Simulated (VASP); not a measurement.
Input of a VASP 6.6.1 run:

Contents of INCAR:

```
PREC = Accurate
ENCUT = 500
EDIFF = 1E-6
ISMEAR = 0
SIGMA = 0.01
LREAL = False
LASPH = True
NELM = 120
ALGO = Normal
ISIF = 2
LWAVE = False
LCHARG = False
GGA = PE
NBANDS = 11
GGA_COMPAT = False
```

Contents of KPOINTS:

```
Automatic mesh
0
Gamma
  6 6 6
```

File POSCAR:

```
AlP
1.0
    0.0000000000      2.6792961588      2.6792961588
    2.6792961588      0.0000000000      2.6792961588
    2.6792961588      2.6792961588      0.0000000000
Al P
1 1
Direct
    0.0000000000      0.0000000000      0.0000000000
    0.2500000000      0.2500000000      0.2500000000
```

Potentials or basis: VASP PAW PBE potentials, release 64 (Al, P).

Run with:

```console
$ cat potpaw_PBE.64/Al/POTCAR potpaw_PBE.64/P/POTCAR > POTCAR
$ mpirun -np 1 vasp_std > vasp.out
```

Problem. What does it give for the pressure?

Solution. 8.0 GPa.

Problem. Predict the band gap on the k mesh.

Solution. 1.46 eV, indirect (least direct gap 3.68 eV).

A k mesh can miss the band edges.
